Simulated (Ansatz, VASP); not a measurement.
Two plane-wave programs on Bi

File INCAR:

```
PREC = Accurate
ENCUT = 520
EDIFF = 1E-8
ISMEAR = -1
SIGMA = 0.03
LREAL = F
LASPH = T
NELM = 80
ALGO = Normal
ISIF = 2
LWAVE = F
LCHARG = F
GGA = PS
LEFG = T
NBANDS = 22
```

File KPOINTS:

```
regular mesh
0
Gamma
  9 9 3
```

File POSCAR:

```
Bi
1.0
    4.4463416410      0.0000000000      0.0000000000
   -2.2231708206      3.8506448151      0.0000000000
    0.0000000000      0.0000000000     11.5875240800
Bi
2
Direct
    0.3333333333      0.6666666667      0.2500000000
    0.6666666667      0.3333333333      0.7500000000
```

Input for Ansatz:

```yaml
crystal:
  lattice:
    - [4.446341641, 0.0, 0.0]
    - [-2.2231708206, 3.8506448151, 0.0]
    - [0.0, 0.0, 11.58752408]
  atoms:
    - { symbol: Bi, position: [0.3333333333, 0.6666666667, 0.25] }
    - { symbol: Bi, position: [0.6666666667, 0.3333333333, 0.75] }
kpoints:
  mp_grid: { grid: [9, 9, 3] }
scf:
  occupations: { method: fermi_dirac, width: 0.03 }
hamiltonian:
  xc: pbesol
  pseudopotentials: { kind: paw }
output:
  forces: true
  stress: true
  eigenvalues: true
  efg: { contact_densities: true }
```

Change from the starting cell: volume scaled by 0.94, PAW files.

Alike in both runs: task electric field gradients; functional PBEsol; k mesh 9 × 9 × 3; occupations fermi-dirac, width 0.03 eV; no spin polarisation.

|  | VASP | Ansatz |
| --- | --- | --- |
| version | VASP 6.6.1 | Ansatz 0.2.0 |
| potentials or method | VASP PAW PBE potentials, release 64 (Bi_d) | PAW with Ansatz's default frozen-core files, scalar-relativistic |
| plane-wave cutoff (eV) | 520 | 420 |
| valence electrons in the cell | 30 | 30 |

```tsv
	VASP	Ansatz	Ansatz less VASP
pressure (GPa)	-3.9	-3.9	+0.03
traceless stress, the component that is largest in VASP (GPa)	3.44	3.44	+0.002
size of Vzz on the site where it differs most (V/Å²)	114.1	106.3	-7.84
```

VASP's potentials were made for PBE, not for PBEsol.

Spin-orbit coupling is off throughout.
